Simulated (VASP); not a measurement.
# LiH (P-1) in VASP: relaxation of cell and atoms with PBE

Aim: the relaxation of cell and atoms of LiH with PBE.

Everything below comes from runs of VASP 6.6.1. Logs are shortened: lines on timing, memory, paths and dates and some standing lists are left out, and cuts for length are marked.

## (1) The cell of the first run

The typed cell holds 4 atoms: a = 3.070 Å, b = 3.556 Å, c = 3.621 Å, α = 97.25°, β = 97.79°, γ = 100.32°.

## (2) Relaxation of cell and atoms, PBE

File INCAR:

```
ALGO = Normal
EDIFF = 1E-6
EDIFFG = -0.04
ENCUT = 600
GGA = PE
IBRION = 2
ISIF = 3
ISMEAR = 0
LASPH = True
LCHARG = False
LREAL = False
LWAVE = False
NELM = 100
NSW = 90
PREC = Accurate
SIGMA = 0.1
```

File KPOINTS:

```
k-points
0
Gamma
  6 6 6
```

File POSCAR:

```
LiH
1.0
    3.0697111148      0.0000000000      0.0000000000
   -0.6373210296      3.4984188260      0.0000000000
   -0.4910684469     -0.5537119519      3.5442889524
Li H
2 2
Direct
    0.7500000000      0.6925374059      0.9418391313
    0.2500000000      0.3074625941      0.0581608687
    0.3333333333      0.7500000000      0.3890125871
    0.6666666667      0.2500000000      0.6109874129
```

Potentials or basis: VASP PAW PBE potentials, release 64 (Li_sv, H).

Run with:

```console
> cat potpaw_PBE.64/Li_sv/POTCAR potpaw_PBE.64/H/POTCAR > POTCAR
> mpirun -np 1 vasp_std > vasp.out
```

OUTCAR:

```text
EDIFF = 1E-6
   EDIFFG = -0.04
   ENCUT = 600
   GGA = PE
   IBRION = 2
   ISIF = 3
   ISMEAR = 0
   LASPH = True
   LREAL = False
   NELM = 100
   NSW = 90
   PREC = Accurate

 ion  position               nearest neighbor table
   1  0.750  0.693  0.942-   2 1.99   2 2.27   2 2.39
   2  0.250  0.307  0.058-   1 1.99   1 2.27   1 2.39
   3  0.333  0.750  0.389-
   4  0.667  0.250  0.611-

  LATTYP: Found a triclinic cell.
 ALAT       =     4.4179156978
 B/A-ratio  =     0.8195575170
 C/A-ratio  =     1.1537472730
 COS(alpha) =     0.0063238615
 COS(beta)  =     0.5105165385
 COS(gamma) =     0.7253196930

  Lattice vectors:

 A1 = (   2.5786426679,  -0.5537119519,   3.5442889524)
 A2 = (  -0.4910684469,  -0.5537119519,   3.5442889524)
 A3 = (   3.7070321444,  -3.4984188260,   0.0000000000)

Analysis of symmetry for initial positions (statically):
=====================================================================
 Subroutine PRICEL returns:
 Original cell was already a primitive cell.

 Routine SETGRP: Setting up the symmetry group for a
 triclinic supercell.

 Subroutine GETGRP returns: Found  2 space group operations
 (whereof  2 operations were pure point group operations)
 out of a pool of  2 trial point group operations.

The static configuration has the point symmetry S_2 .

Analysis of symmetry for dynamics (positions and initial velocities):
=====================================================================
 Subroutine PRICEL returns:
 Original cell was already a primitive cell.

 Routine SETGRP: Setting up the symmetry group for a
 triclinic supercell.

 Subroutine GETGRP returns: Found  2 space group operations
 (whereof  2 operations were pure point group operations)
 out of a pool of  2 trial point group operations.

The dynamic configuration has the point symmetry S_2 .

 Subroutine INISYM returns: Found  2 space group operations
 (whereof  2 operations are pure point group operations),
 and found     1 'primitive' translations

----------------------------------------------------------------------------------------

                                     Primitive cell

  volume of cell :      38.0626

  direct lattice vectors                    reciprocal lattice vectors
     3.069711115  0.000000000  0.000000000     0.325763553  0.059345657  0.054406569
    -0.637321030  3.498418826  0.000000000     0.000000000  0.285843419  0.044656325
    -0.491068447 -0.553711952  3.544288952     0.000000000  0.000000000  0.282144039

  length of vectors
     3.069711115  3.555996678  3.620736020     0.335565008  0.289310642  0.282144039

  position of ions in fractional coordinates (direct lattice)
     0.750000000  0.692537406  0.941839131
     0.250000000  0.307462594  0.058160869
     0.333333333  0.750000000  0.389012587
     0.666666667  0.250000000  0.610987413

  ion indices of the primitive-cell ions
   primitive index   ion index
                 1           1
                 2           2
                 3           3
                 4           4

----------------------------------------------------------------------------------------

 KPOINTS: k-points

Automatic generation of k-mesh.
 Grid dimensions read from file:
 generate k-points for:    6    6    6

 Generating k-lattice:

  Cartesian coordinates                     Fractional coordinates (reciprocal lattice)
     0.054293926  0.009890943  0.009067762     0.166666667  0.000000000 -0.000000000
     0.000000000  0.047640570  0.007442721     0.000000000  0.166666667  0.000000000
     0.000000000  0.000000000  0.047024006     0.000000000  0.000000000  0.166666667

  Length of vectors
     0.055927501  0.048218440  0.047024006

  Shift w.r.t. Gamma in fractional coordinates (k-lattice)
     0.000000000  0.000000000  0.000000000

 Subroutine IBZKPT returns following result:
 ===========================================

 Found    112 irreducible k-points:

 Following reciprocal coordinates:
            Coordinates               Weight
  0.000000  0.000000  0.000000      1.000000
  0.166667  0.000000  0.000000      2.000000
  0.333333  0.000000  0.000000      2.000000
  0.500000  0.000000  0.000000      1.000000
  0.000000  0.166667  0.000000      2.000000
  0.166667  0.166667  0.000000      2.000000
[... 16 lines left out ...]
  0.333333  0.000000  0.166667      2.000000
  0.500000  0.000000  0.166667      2.000000
 [... further k-points ...]
   k-points           NKPTS =    112   k-points in BZ     NKDIM =    112   number of bands    NBANDS=      8
   number of dos      NEDOS =    301   number of ions     NIONS =      4
   total plane-waves  NPLWV =  23520
   dimension x,y,z NGX =    28 NGY =   28 NGZ =   30
   dimension x,y,z NGXF=    56 NGYF=   56 NGZF=   60
   ions per type =               2   2
   NGX,Y,Z   is equivalent  to a cutoff of  15.16, 13.09, 13.77 a.u.
   NGXF,Y,Z  is equivalent  to a cutoff of  30.33, 26.18, 27.55 a.u.
 SYSTEM =  unknown system
   PREC   = accura    normal or accurate (medium, high low for compatibility)
   ISTART =      0    job   : 0-new  1-cont  2-samecut
   ICHARG =      2    charge: 1-file 2-atom 10-const
   ISPIN  =      1    spin polarized calculation?
   LNONCOLLINEAR =      F non collinear calculations
   LSORBIT =      F    spin-orbit coupling
   LASPH  =      T    aspherical Exc in radial PAW
   ENCUT  =  600.0 eV  44.10 Ry    6.64 a.u.   6.13  7.10  7.23*2*pi/ulx,y,z
   NELM   =    100;   NELMIN=  2; NELMDL= -5     # of ELM steps
   EDIFF  = 0.1E-05   stopping-criterion for ELM
   LREAL  =      F    real-space projection
   EDIFFG = -.4E-01   stopping-criterion for IOM
   NSW    =     90    number of steps for IOM
   IBRION =      2    ionic relax: 0-MD 1-quasi-New 2-CG
   NFREE  =      1    steps in history (QN), initial steepest desc. (CG)
   ISIF   =      3    stress and relaxation
   ISYM   =      2    0-nonsym 1-usesym 2-fastsym
   POTIM  = 0.5000    time-step for ionic-motion
   TEBEG  =    0.0;   TEEND  =   0.0 temperature during run
   PSTRESS=    0.0 pullay stress
   NELECT =       8.0000    total number of electrons
   NUPDOWN=      -1.0000    fix difference up-down
   EMIN   =  10.00;   EMAX   =-10.00  energy-range for DOS
   EFERMI =   0.00;   METHOD = LEGACY
   ISMEAR =     0;   SIGMA  =   0.10  broadening in eV -4-tet -1-fermi 0-gaus
   EFERMI_NEDOS =   21; number of points for ismear=-14 and -15
   IALGO  =     38    algorithm
   IMIX   =      4    mixing-type and parameters
     AMIX     =   0.40;   BMIX     =  1.00
     AMIX_MAG =   1.60;   BMIX_MAG =  1.00
  volume/ion in A,a.u.               =       9.52        64.21
  Fermi-wavevector in a.u.,A,eV,Ry     =   0.973357  1.839377 12.890476  0.947423
  Thomas-Fermi vector in A             =   2.103730
   LORBIT       =      0    0 simple, 1 ext, 2 COOP (PROOUT), +10 PAW based schemes
   GGA     = PE    functional components
   LHFCALC =     F    Hartree Fock is set to
   AEXX    =    0.0000 exact exchange contribution
   IVDW    =     0    specifies the selected vdW correction
   LEPSILON=     F    determine dielectric tensor
   LRPA    =     F    only Hartree local field effects (RPA)
 conjugate gradient relaxation of ions
 non-spin polarized calculation
 Gauss-broadening in eV      SIGMA  =   0.10
  energy-cutoff  :      600.00
  volume of cell :       38.06
 maximum number of plane-waves:      1284
 NGX is ok and might be reduce to    28
   NGX = 13   NGY = 15   NGZ = 15

--------------------------------------- Ionic step        1  -------------------------------------------

 number of electron       8.0000003 magnetization

 Free energy of the ion-electron system (eV)
  ---------------------------------------------------
  ext. energy  EPLUGINS =         0.00000000
  ---------------------------------------------------
  free energy    TOTEN  =        -9.68355524 eV

  energy without entropy =       -9.68343276  energy(sigma->0) =       -9.68349400

------------------------ aborting loop because EDIFF is reached ----------------------------------------

  FORCE on cell =-STRESS in cart. coord.  units (eV):
  Direction    XX          YY          ZZ          XY          YZ          ZX
  --------------------------------------------------------------------------------------
  -------------------------------------------------------------------------------------
  Total        1.6730672      4.2008565     -4.3045209      1.8825032      1.4010737      0.2875310
  in kB       70.4247882    176.8275765   -181.1911475     79.2406237     58.9757020     12.1031056
  external PRESSURE =      22.0204057 kB  Pullay stress =       0.0000000 kB
[... 95 lines left out ...]
  FREE ENERGIE OF THE ION-ELECTRON SYSTEM (eV)
  ---------------------------------------------------
  free  energy   TOTEN  =       -11.6456298841 eV

  energy  without entropy=      -11.6456298841  energy(sigma->0) =      -11.64562988

 E-fermi :   0.4736     XC(G=0):  -8.0368

 val. band max:        0.0696453990   @ k =   0.5000   0.0000   0.5000
 cond. band min:       2.0335808836   @ k =   0.5000   0.0000   0.5000
 fundamental gap:      1.9639354847
 Fermi energy:         0.4735979426

 k-point     1 :       0.0000    0.0000    0.0000
  band No.  band energies     occupation
      1     -45.0567      2.00000
      2     -44.9988      2.00000
      3      -5.3712      2.00000
      4      -0.2274      2.00000
      5       2.7778      0.00000
      6       7.5146      0.00000
      7      12.2324      0.00000
      8      12.5473      0.00000
[... 243 lines left out ...]
 k-point    24 :       0.5000    0.0000    0.1667
  band No.  band energies     occupation
      1     -45.0251      2.00000
      2     -45.0153      2.00000
      3      -3.2316      2.00000
      4      -2.3061      2.00000
      5       5.3249      0.00000
      6       6.3988      0.00000
      7       7.3942      0.00000
      8       7.8697      0.00000

 [... further k-points ...]

[... ionic steps 4 to 12 ...]

--------------------------------------- Ionic step       13  -------------------------------------------

 number of electron       8.0000004 magnetization

------------------------ aborting loop because EDIFF is reached ----------------------------------------

  FORCE on cell =-STRESS in cart. coord.  units (eV):
  Direction    XX          YY          ZZ          XY          YZ          ZX
  --------------------------------------------------------------------------------------
  -------------------------------------------------------------------------------------
  Total       -0.0299506      0.0831850      0.0814049     -0.0192955      0.0010950     -0.1066596
  in kB       -1.5160037      4.2105675      4.1204603     -0.9766794      0.0554280     -5.3987757
  external PRESSURE =       2.2716747 kB  Pullay stress =       0.0000000 kB
[... 61 lines left out ...]
  energy  without entropy=      -12.2479934733  energy(sigma->0) =      -12.24799347

--------------------------------------- Ionic step       15  -------------------------------------------

 number of electron       7.9999999 magnetization

 Free energy of the ion-electron system (eV)
  ---------------------------------------------------
  ext. energy  EPLUGINS =         0.00000000
  ---------------------------------------------------
  free energy    TOTEN  =       -12.25100308 eV

  energy without entropy =      -12.25100308  energy(sigma->0) =      -12.25100308

 E-fermi :   0.7684     XC(G=0):  -8.5426

 val. band max:        0.1841917196   @ k =   0.0000   0.0000   0.0000
 cond. band min:       3.0661891825   @ k =   0.5000   0.0000   0.5000
 fundamental gap:      2.8819974628
 Fermi energy:         0.7684102389

 k-point     1 :       0.0000    0.0000    0.0000
  band No.  band energies     occupation
      1     -44.1467      2.00000
      2     -44.0832      2.00000
      3      -5.3346      2.00000
      4       0.1842      2.00000
      5       3.1891      0.00000
      6      10.8573      0.00000
      7      10.9513      0.00000
      8      14.0808      0.00000
[... 284 lines left out ...]
  FREE ENERGIE OF THE ION-ELECTRON SYSTEM (eV)
  ---------------------------------------------------
  free  energy   TOTEN  =       -12.2510030769 eV

  energy  without entropy=      -12.2510030769  energy(sigma->0) =      -12.25100308

 reached required accuracy - stopping structural energy minimisation
```

Run time: 1.9 min. Hardware: 1 thread of Intel Xeon 6975P-C (Granite Rapids), shared host; peak memory 0.17 GiB.

Results:

- Free energy: -12.2510 eV
- Relaxed volume: 7.97 Å³/atom
- Relaxed cell: a = 2.830 Å, b = 3.973 Å, c = 2.838 Å, α = 90.17°, β = 90.04°, γ = 90.31°
- Space group after relaxing (to 0.05 Å): I4/mmm (No. 139)
- Energy gained by relaxing: 641.9 meV/atom
- Ionic steps: 15
- Pressure after relaxing: -0.1 GPa
- Largest force after relaxing: 0.026 eV/Å
- Band gap on the k mesh: 2.88 eV, indirect (least direct gap 2.95 eV)

Forces in eV/Å, atoms in the order of the input:
```
Li  -0.024 -0.002  0.001
Li   0.024  0.002 -0.001
H   -0.018 -0.002  0.018
H    0.018  0.002 -0.018
```

Stress tensor (GPa, compression positive):
```
-0.03  0.02 -0.06
 0.02 -0.09 -0.01
-0.06 -0.01 -0.15
```

The path:
| step | energy change (eV) | largest force (eV/Å) | pressure (GPa) | volume (Å³) |
| --- | --- | --- | --- | --- |
| 1 | 0.0000 | 1.6226 | 2.20 | 38.06 |
| 2 | -0.8980 | 1.2810 | -0.18 | 38.65 |
| 3 | -1.9621 | 0.6467 | -3.69 | 38.82 |
| 4 | -2.0950 | 0.5541 | -2.55 | 36.97 |
| 5 | -2.2456 | 0.5311 | 1.92 | 32.44 |
| 6 | -2.3567 | 0.4500 | 1.77 | 32.32 |
| 7 | -2.4392 | 0.3697 | 1.71 | 32.08 |
| 8 | -2.4404 | 0.3832 | 1.74 | 32.02 |
| 9 | -2.4901 | 0.2147 | -0.35 | 33.28 |
| 10 | -2.4962 | 0.1706 | -1.26 | 33.96 |
| 11 | -2.5257 | 0.1459 | -0.91 | 33.24 |
| 12 | -2.5520 | 0.1488 | 0.12 | 31.92 |
| 13 | -2.5644 | 0.0561 | 0.23 | 31.65 |
| 14 | -2.5644 | 0.0565 | 0.22 | 31.66 |
| 15 | -2.5674 | 0.0258 | -0.09 | 31.90 |

Final structure:
```
CELL_PARAMETERS angstrom
2.80911 0.21513 0.26403
-0.36095 3.93575 0.40094
-0.24163 -0.31665 2.80945
ATOMIC_POSITIONS crystal
Li 0.75360 0.74998 0.74919
Li 0.24640 0.25002 0.25081
H 0.25292 0.74993 0.24702
H 0.74708 0.25007 0.75298
```

Caveat: the cutoff is under 1.25 times the usual one of these potentials, so pressure, stress and relaxed cells hold a basis-set (Pulay) error; the volume moved by over 15 % at a fixed basis, so the end points are rough. A k mesh can miss the band edges.
